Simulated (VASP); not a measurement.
A run of VASP 6.6.1:

Contents of INCAR:

```
SYSTEM = Si12O23
ALGO = Normal
EDIFF = 1E-7
ENCUT = 520
GGA = PE
ISIF = 2
ISMEAR = -1
LASPH = .True.
LCHARG = .False.
LREAL = Auto
LWAVE = .False.
NBANDS = 116
NELM = 80
PREC = Accurate
SIGMA = 0.02
```

The input KPOINTS:

```
k-points
0
Gamma
  2 2 2
  0 0 0
```

POSCAR

```
Si12O23
1.0
   -2.4605000000      4.2617110000      5.4163000000
    4.9210000000      0.0000000000      5.4163000000
    4.9210000000      8.5234220000      0.0000000000
Si O
12 23
Direct
    0.1549627153      0.6638224932      0.9140625827
    0.3619609376      0.8348465209      0.0566758443
    0.2560443575      0.2485850820      0.1386662921
    0.2012260741      0.6536819941      0.3961385329
    0.3178563852      0.8471692259      0.5771394838
    0.2450717727      0.2571823660      0.6366904819
    0.6867701556      0.1541220447      0.1561128116
    0.8246466214      0.3365518975      0.3303473629
    0.7528608873      0.7454087342      0.3932745892
    0.6693891218      0.1536923117      0.6638669466
    0.8111706855      0.3520013482      0.8254481321
    0.7101601352      0.7565514535      0.9102582734
    0.2559436729      0.4373608811      0.9933655591
    0.2678661490      0.0577132338      0.0846362021
    0.7502553097      0.3155267578      0.1998375527
    0.4461084367      0.2032982747      0.2034632974
    0.0659959216      0.2949262261      0.2769825870
    0.7737967671      0.1733335947      0.9776856027
    0.2958241270      0.4303630914      0.4847225061
    0.2163448201      0.0735921987      0.5943047226
    0.7228440166      0.3258460039      0.7039651849
    0.4291528893      0.1836517759      0.7132814961
    0.0481351127      0.3401081861      0.7572889318
    0.7601711209      0.1717470964      0.4857348380
    0.7722676894      0.9272363514      0.2427829233
    0.7236897194      0.5602494656      0.3527326215
    0.2472646538      0.8215670999      0.4460663115
    0.9599853042      0.6815819750      0.4419140537
    0.5622152828      0.8079701371      0.5282083703
    0.3092950649      0.6736259427      0.2192379453
    0.7597700522      0.9325618060      0.7567889271
    0.6990290064      0.5667057286      0.8624233582
    0.2309687272      0.8205306544      0.9553084449
    0.9108335334      0.6962511574      0.9725307564
    0.2383013737      0.6914368897      0.7338481738
```

Potentials or basis: VASP PAW PBE potentials, release 64 (Si, O).

Run with:

```bash
$ cat potpaw_PBE.64/Si/POTCAR potpaw_PBE.64/O/POTCAR > POTCAR
$ mpirun -np 1 vasp_std > vasp.out
```

Hardware: 1 thread of Intel Xeon 8259CL, with other jobs on the host.

Task: How long does it take, and how much memory?

Result: Wall time 33 min on 1 thread of Intel Xeon 8259CL, on a shared host, peak memory 0.64 GiB. Counts: scf iterations 17, k points 8.
